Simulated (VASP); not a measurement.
# ZrSeBr (P-6m2) in VASP: notebook

The runs below take ZrSeBr through single point, relaxation of cell and atoms, with PBE.

Everything below comes from runs of VASP 6.6.1. Logs are shortened: lines on timing, memory, paths and dates and some standing lists are left out, and cuts for length are marked.

### 1 The cell of the first run

Symmetry: P-6m2, No. 187, hexagonal system. Conventional cell: a = 4.398 Å, b = 4.398 Å, c = 4.319 Å, α = 90.00°, β = 90.00°, γ = 120.00°. Zr (site symmetry -6m2) has 6 Se at 3.33 Å and 6 Br at 3.33 Å and 8 Zr at 4.32 to 4.40 Å within 4.4 Å. Se (site symmetry -6m2) has 3 Br at 2.54 Å and 6 Zr at 3.33 Å within 3.4 Å. Br (site symmetry -6m2) has 3 Se at 2.54 Å and 6 Zr at 3.33 Å within 3.4 Å.

The cell was generated, and may not be a known phase.

### 2 Single point, PBE

INCAR reads:

```
ALGO     = Normal         # electronic algorithm
EDIFF    = 1E-6           # SCF threshold, eV
ENCUT    = 520            # plane-wave cutoff, eV
GGA      = PE             # functional
ISIF     = 2              # what is computed and relaxed
ISMEAR   = 0              # smearing method
LASPH    = True           # aspherical terms in the spheres
LCHARG   = False          # write CHGCAR
LREAL    = False          # projectors in reciprocal space
LWAVE    = False          # write WAVECAR
NBANDS   = 20             # bands
NELM     = 60             # most SCF steps
PREC     = Accurate       # precision mode
SIGMA    = 0.1            # smearing width, eV
```

KPOINTS reads:

```
k-points
0
Gamma
  6 6 4
```

POSCAR reads:

```
ZrSeBr
1.0
    4.3978853200      0.0000000000      0.0000000000
   -2.1989426600      3.8086804100      0.0000000000
    0.0000000000      0.0000000000      4.3194065100
Zr Se Br
1 1 1
Direct
    0.0000000000      0.0000000000      0.5000000000
    0.3333333300      0.6666666700      0.0000000000
    0.6666666700      0.3333333300      0.0000000000
```

Potentials or basis: VASP PAW PBE potentials, release 64 (Zr_sv, Se, Br).

Run with:

```bash
> cat potpaw_PBE.64/Zr_sv/POTCAR potpaw_PBE.64/Se/POTCAR potpaw_PBE.64/Br/POTCAR > POTCAR
> mpirun -np 1 vasp_std > vasp.out
```

OUTCAR:

```text
EDIFF = 1E-6
   ENCUT = 520
   GGA = PE
   ISIF = 2
   ISMEAR = 0
   LASPH = True
   LREAL = False
   NELM = 60
   PREC = Accurate

 ion  position               nearest neighbor table
   1  0.000  0.000  0.500-   2 3.33   3 3.33   2 3.33   3 3.33   2 3.33   2 3.33   3 3.33   3 3.33
                             3 3.33   3 3.33   2 3.33   2 3.33
   2  0.333  0.667  0.000-   3 2.54   3 2.54   3 2.54   1 3.33   1 3.33   1 3.33   1 3.33   1 3.33
                             1 3.33
   3  0.667  0.333  0.000-   2 2.54   2 2.54   2 2.54   1 3.33   1 3.33   1 3.33   1 3.33   1 3.33
                             1 3.33

  LATTYP: Found a hexagonal cell.
 ALAT       =     4.3978853200
 C/A-ratio  =     0.9821553305

  Lattice vectors:

 A1 = (   4.3978853200,   0.0000000000,   0.0000000000)
 A2 = (  -2.1989426600,   3.8086804100,   0.0000000000)
 A3 = (   0.0000000000,   0.0000000000,   4.3194065100)

Analysis of symmetry for initial positions (statically):
=====================================================================
 Subroutine PRICEL returns:
 Original cell was already a primitive cell.

 Routine SETGRP: Setting up the symmetry group for a
 hexagonal supercell.

 Subroutine GETGRP returns: Found 12 space group operations
 (whereof 12 operations were pure point group operations)
 out of a pool of 24 trial point group operations.

The static configuration has the point symmetry D_3h.

Analysis of symmetry for dynamics (positions and initial velocities):
=====================================================================
 Subroutine PRICEL returns:
 Original cell was already a primitive cell.

 Routine SETGRP: Setting up the symmetry group for a
 hexagonal supercell.

 Subroutine GETGRP returns: Found 12 space group operations
 (whereof 12 operations were pure point group operations)
 out of a pool of 24 trial point group operations.

The dynamic configuration has the point symmetry D_3h.

 Subroutine INISYM returns: Found 12 space group operations
 (whereof 12 operations are pure point group operations),
 and found     1 'primitive' translations

----------------------------------------------------------------------------------------

                                     Primitive cell

  volume of cell :      72.3507

  direct lattice vectors                    reciprocal lattice vectors
     4.397885320  0.000000000  0.000000000     0.227382009  0.131279064  0.000000000
    -2.198942660  3.808680410  0.000000000     0.000000000  0.262558128  0.000000000
     0.000000000  0.000000000  4.319406510     0.000000000  0.000000000  0.231513287

  length of vectors
     4.397885320  4.397885320  4.319406510     0.262558128  0.262558128  0.231513287

  position of ions in fractional coordinates (direct lattice)
     0.000000000  0.000000000  0.500000000
     0.333333330  0.666666670  0.000000000
     0.666666670  0.333333330  0.000000000

  ion indices of the primitive-cell ions
   primitive index   ion index
                 1           1
                 2           2
                 3           3

----------------------------------------------------------------------------------------

 KPOINTS: k-points

Automatic generation of k-mesh.
 Grid dimensions read from file:
 generate k-points for:    6    6    4

 Generating k-lattice:

  Cartesian coordinates                     Fractional coordinates (reciprocal lattice)
     0.037897002  0.021879844  0.000000000     0.166666667  0.000000000  0.000000000
     0.000000000  0.043759688  0.000000000     0.000000000  0.166666667  0.000000000
     0.000000000  0.000000000  0.057878322     0.000000000  0.000000000  0.250000000

  Length of vectors
     0.043759688  0.043759688  0.057878322

  Shift w.r.t. Gamma in fractional coordinates (k-lattice)
     0.000000000  0.000000000  0.000000000

 Subroutine IBZKPT returns following result:
 ===========================================

 Found     21 irreducible k-points:

 Following reciprocal coordinates:
            Coordinates               Weight
  0.000000  0.000000  0.000000      1.000000
  0.166667  0.000000  0.000000      6.000000
  0.333333  0.000000  0.000000      6.000000
  0.500000  0.000000  0.000000      3.000000
  0.166667  0.166667  0.000000      6.000000
  0.333333  0.166667  0.000000     12.000000
[... 13 lines left out ...]
  0.333333  0.166667  0.500000     12.000000
  0.333333  0.333333  0.500000      2.000000
   k-points           NKPTS =     21   k-points in BZ     NKDIM =     21   number of bands    NBANDS=     20
   number of dos      NEDOS =    301   number of ions     NIONS =      3
   total plane-waves  NPLWV =  41472
   dimension x,y,z NGX =    36 NGY =   36 NGZ =   32
   dimension x,y,z NGXF=    72 NGYF=   72 NGZF=   64
   ions per type =               1   1   1
   NGX,Y,Z   is equivalent  to a cutoff of  13.61, 13.61, 12.32 a.u.
   NGXF,Y,Z  is equivalent  to a cutoff of  27.22, 27.22, 24.63 a.u.
 SYSTEM =  unknown system
   PREC   = accura    normal or accurate (medium, high low for compatibility)
   ISTART =      0    job   : 0-new  1-cont  2-samecut
   ICHARG =      2    charge: 1-file 2-atom 10-const
   ISPIN  =      1    spin polarized calculation?
   LNONCOLLINEAR =      F non collinear calculations
   LSORBIT =      F    spin-orbit coupling
   LASPH  =      T    aspherical Exc in radial PAW
   ENCUT  =  520.0 eV  38.22 Ry    6.18 a.u.   8.18  8.18  8.03*2*pi/ulx,y,z
   NELM   =     60;   NELMIN=  2; NELMDL= -5     # of ELM steps
   EDIFF  = 0.1E-05   stopping-criterion for ELM
   LREAL  =      F    real-space projection
   EDIFFG = 0.1E-04   stopping-criterion for IOM
   NSW    =      0    number of steps for IOM
   IBRION =     -1    ionic relax: 0-MD 1-quasi-New 2-CG
   NFREE  =      0    steps in history (QN), initial steepest desc. (CG)
   ISIF   =      2    stress and relaxation
   ISYM   =      2    0-nonsym 1-usesym 2-fastsym
   POTIM  = 0.5000    time-step for ionic-motion
   TEBEG  =    0.0;   TEEND  =   0.0 temperature during run
   PSTRESS=    0.0 pullay stress
   NELECT =      25.0000    total number of electrons
   NUPDOWN=      -1.0000    fix difference up-down
   EMIN   =  10.00;   EMAX   =-10.00  energy-range for DOS
   EFERMI =   0.00;   METHOD = LEGACY
   ISMEAR =     0;   SIGMA  =   0.10  broadening in eV -4-tet -1-fermi 0-gaus
   EFERMI_NEDOS =   21; number of points for ismear=-14 and -15
   IALGO  =     38    algorithm
   IMIX   =      4    mixing-type and parameters
     AMIX     =   0.40;   BMIX     =  1.00
     AMIX_MAG =   1.60;   BMIX_MAG =  1.00
  volume/ion in A,a.u.               =      24.12       162.75
  Fermi-wavevector in a.u.,A,eV,Ry     =   1.148790  2.170898 17.955861  1.319719
  Thomas-Fermi vector in A             =   2.285463
   LORBIT       =      0    0 simple, 1 ext, 2 COOP (PROOUT), +10 PAW based schemes
   GGA     = PE    functional components
   LHFCALC =     F    Hartree Fock is set to
   AEXX    =    0.0000 exact exchange contribution
   IVDW    =     0    specifies the selected vdW correction
   LEPSILON=     F    determine dielectric tensor
   LRPA    =     F    only Hartree local field effects (RPA)
 non-spin polarized calculation
 Gauss-broadening in eV      SIGMA  =   0.10
  energy-cutoff  :      520.00
  volume of cell :       72.35
 maximum number of plane-waves:      1974
 NGX is ok and might be reduce to    36
   NGX = 17   NGY = 17   NGZ = 17

 number of electron      24.9999997 magnetization

 Free energy of the ion-electron system (eV)
  ---------------------------------------------------
  ext. energy  EPLUGINS =         0.00000000
  ---------------------------------------------------
  free energy    TOTEN  =       -10.90763416 eV

  energy without entropy =      -10.88410883  energy(sigma->0) =      -10.89587149

 E-fermi :   6.9834     XC(G=0): -10.0677

 val. band max:        6.9786641714   @ k =   0.3333   0.0000   0.2500
 cond. band min:       7.0197949830   @ k =   0.3333   0.3333   0.5000
 fundamental gap:      0.0411308117
 Fermi energy:         6.9834373954

 k-point     1 :       0.0000    0.0000    0.0000
  band No.  band energies     occupation
      1     -43.6768      2.00000
      2     -21.6507      2.00000
      3     -21.6507      2.00000
      4     -21.6174      2.00000
      5     -11.5031      2.00000
      6      -5.3330      2.00000
[... 12 lines left out ...]
     19      13.9650      0.00000
     20      13.9650      0.00000

 k-point     2 :       0.1667    0.0000    0.0000
  band No.  band energies     occupation
      1     -43.6766      2.00000
      2     -21.6576      2.00000
      3     -21.6523      2.00000
      4     -21.6164      2.00000
      5     -11.3467      2.00000
      6      -5.9123      2.00000
[... 12 lines left out ...]
     19      14.0570      0.00000
     20      14.3265      0.00000

 k-point     3 :       0.3333    0.0000    0.0000
  band No.  band energies     occupation
      1     -43.6760      2.00000
      2     -21.6713      2.00000
      3     -21.6555      2.00000
      4     -21.6145      2.00000
      5     -10.9694      2.00000
      6      -6.9224      2.00000
[... 12 lines left out ...]
     19      11.6193      0.00000
     20      13.7465      0.00000

 k-point     4 :       0.5000    0.0000    0.0000
  band No.  band energies     occupation
      1     -43.6758      2.00000
      2     -21.6782      2.00000
      3     -21.6571      2.00000
      4     -21.6135      2.00000
      5     -10.7271      2.00000
      6      -7.4198      2.00000
[... 360 lines left out ...]
 k-point    20 :       0.3333    0.1667    0.5000
  band No.  band energies     occupation
      1     -43.6751      2.00000
      2     -21.6699      2.00000
      3     -21.6576      2.00000
      4     -21.6368      2.00000
      5     -10.6938      2.00000
      6      -7.2952      2.00000
[... 12 lines left out ...]
     19      10.8907      0.00000
     20      11.5260      0.00000

 k-point    21 :       0.3333    0.3333    0.5000
  band No.  band energies     occupation
      1     -43.6749      2.00000
      2     -21.6657      2.00000
      3     -21.6656      2.00000
      4     -21.6358      2.00000
      5     -10.5688      2.00000
      6      -7.5456      2.00000
[... 12 lines left out ...]
     19       9.9930      0.00000
     20      12.2786      0.00000

------------------------ aborting loop because EDIFF is reached ----------------------------------------

  FORCE on cell =-STRESS in cart. coord.  units (eV):
  Direction    XX          YY          ZZ          XY          YZ          ZX
  --------------------------------------------------------------------------------------
  -------------------------------------------------------------------------------------
  Total        7.1986336      7.1986336     -7.7030294     -0.0000000      0.0000000      0.0000000
  in kB      159.4109463    159.4109463   -170.5805955     -0.0000000      0.0000000      0.0000000
  external PRESSURE =      49.4137657 kB  Pullay stress =       0.0000000 kB

 VOLUME and BASIS-vectors are now :
 -----------------------------------------------------------------------------
  energy-cutoff  :      520.00
  volume of cell :       72.35
      direct lattice vectors                 reciprocal lattice vectors
     4.397885320  0.000000000  0.000000000     0.227382009  0.131279064  0.000000000
    -2.198942660  3.808680410  0.000000000     0.000000000  0.262558128  0.000000000
     0.000000000  0.000000000  4.319406510     0.000000000  0.000000000  0.231513287

 POSITION                                       TOTAL-FORCE (eV/Angst)
 -----------------------------------------------------------------------------------
      0.00000      0.00000      2.15970         0.000000     -0.000000      0.000000
     -0.00000      2.53912      0.00000        -0.000000      0.000000      0.000000
      2.19894      1.26956      0.00000         0.000000     -0.000000      0.000000
 -----------------------------------------------------------------------------------
    total drift:                               -0.000006      0.000003     -0.000000

  FREE ENERGIE OF THE ION-ELECTRON SYSTEM (eV)
  ---------------------------------------------------
  free  energy   TOTEN  =       -10.9076341602 eV

  energy  without entropy=      -10.8841088291  energy(sigma->0) =      -10.89587149
```

Wall time 31 s (1 thread of Intel Xeon Platinum 8488C (Sapphire Rapids), shared host); peak memory 0.2 GiB.

Results:

| Property | Result |
| --- | --- |
| Free energy | -10.9076 eV |
| Pressure | 4.9 GPa |
| Band gap on the k mesh | zero (an odd number of electrons rules out a gap without spin polarisation) |

Levels at points of the mesh, in eV from the Fermi level:
```tsv
k point	band 11	band 12	band 13	band 14	band 15	band 16
(0.00, 0.00, 0.00)	-2.20	-2.05	-1.25	-0.53	0.26	0.26
(0.50, 0.00, 0.00)	-0.94	-0.72	-0.26	-0.12	0.48	1.51
(0.00, 0.00, 0.50)	-3.05	-2.25	-0.65	-0.65	0.38	2.50
(0.50, 0.00, 0.50)	-0.86	0.53	0.75	0.78	0.99	1.09
```

Caveat: the k points lie up to 0.36 Å⁻¹ apart, too coarse for converged energies and pressures of a metal; an odd number of electrons without spin polarisation forces a metal; a magnetic or distorted state may lie lower.

### 3 Single point, PBE

This run uses another cell than the first one, of 22.12 Å³/atom.

INCAR reads:

```
PREC = Accurate
ENCUT = 520
EDIFF = 1E-6
ISMEAR = 0
SIGMA = 0.1
LREAL = F
LASPH = T
NELM = 80
ALGO = Normal
ISIF = 2
LWAVE = F
LCHARG = F
GGA = PE
NBANDS = 20
```

KPOINTS reads:

```
Automatic mesh
0
Gamma
  12 12 16
```

POSCAR reads:

```
ZrSeBr
1.0
    4.9067041988      0.0000000000      0.0000000000
   -2.4533520994      4.2493304850      0.0000000000
    0.0000000000      0.0000000000      3.1832273149
Zr Se Br
1 1 1
Direct
    0.0000000000      0.0000000000      0.5000000000
    0.3333333333      0.6666666667      0.0000000000
    0.6666666667      0.3333333333      0.0000000000
```

Potentials or basis: VASP PAW PBE potentials, release 64 (Zr_sv, Se, Br).

Run with:

```bash
> cat potpaw_PBE.64/Zr_sv/POTCAR potpaw_PBE.64/Se/POTCAR potpaw_PBE.64/Br/POTCAR > POTCAR
> mpirun -np 1 vasp_std > vasp.out
```

Wall time 2.4 min (1 thread of Intel Xeon Platinum 8488C (Sapphire Rapids), shared host); peak memory 0.37 GiB.

It converged, with:

```yaml
Free_energy: -13.8168 eV
Pressure: 0.0 GPa
Band_gap_on_the_k_mesh: zero (an odd number of electrons rules out a gap without spin polarisation)
```

Levels at points of the mesh, in eV from the Fermi level:
```tsv
k point	band 10	band 11	band 12	band 13	band 14	band 15
(0.00, 0.00, 0.00)	-2.80	-2.52	-2.28	0.81	1.11	1.72
(0.50, 0.00, 0.00)	-2.27	-2.12	-1.56	-0.01	0.30	1.63
(0.00, 0.00, 0.50)	-3.85	-3.36	-3.36	-0.56	-0.56	2.56
(0.50, 0.00, 0.50)	-4.75	-1.83	-0.36	0.40	0.48	0.75
```

Caveat: an odd number of electrons without spin polarisation forces a metal; a magnetic or distorted state may lie lower.

(Part 1 of 2 ends here.)

The gap in the log of VASP goes by the Fermi energy; the results here count the filled bands.